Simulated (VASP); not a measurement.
Wanted: the native input for a VASP 6.6.1 run.

```
Task                   : single point
Functional             : PBE
Potentials or basis    : VASP PAW PBE potentials, release 64 (In_d, Sb, As)
Cutoff                 : 520 eV
k mesh                 : 4 × 4 × 4
Occupations            : gaussian, width 0.1 eV
Spin                   : no spin polarisation
Dipole correction      : no
Further INCAR settings : ALGO = Normal; EDIFF = 1e-06; NBANDS = 28
```

The structure of InSb2As3 lies in POSCAR:

```
InSb2As3
1.0
    3.9055311672      0.0000000000      0.0000000000
    0.0000000000      3.9055311672      0.0000000000
    0.0000000000      0.0000000000     10.7593028454
In Sb As
1 2 3
Direct
    0.0000000000      0.0000000000      0.0000000000
    0.0000000000      0.0000000000      0.2807381254
    0.0000000000      0.0000000000      0.7192618746
    0.5000000000      0.0000000000      0.5000000000
    0.0000000000      0.5000000000      0.5000000000
    0.5000000000      0.5000000000      0.0000000000
```

The input as run:

INCAR

```
SYSTEM = InSb2As3
PREC = Accurate
ENCUT = 520
EDIFF = 1E-6
ISMEAR = 0
SIGMA = 0.1
LREAL = .FALSE.
LASPH = .TRUE.
NELM = 80
ALGO = Normal
ISIF = 2
LWAVE = .FALSE.
LCHARG = .FALSE.
GGA = PE
NBANDS = 28
```

KPOINTS

```
Automatic mesh
0
G
  4 4 4
  0 0 0
```

Potentials or basis: VASP PAW PBE potentials, release 64 (In_d, Sb, As).

Command:

```sh
$ cat potpaw_PBE.64/In_d/POTCAR potpaw_PBE.64/Sb/POTCAR potpaw_PBE.64/As/POTCAR > POTCAR
$ mpirun -np 1 vasp_std > vasp.out
```

It gave:

```
Pressure               : -0.2 GPa
Largest force          : 0.013 eV/Å
Band gap on the k mesh : zero (band 19 reaches 6.35 eV, above the bottom of band 20 at 4.33 eV)
```

Caveat: the k points lie up to 0.40 Å⁻¹ apart; spin-orbit coupling is left out, which moves the levels of the heavy elements.

Run time: 2.4 min on 1 thread of Intel(R) Xeon(R) Platinum 8259CL CPU @ 2.50GHz (Skylake/Cascade Lake), on a shared host, peak memory 0.28 GiB.
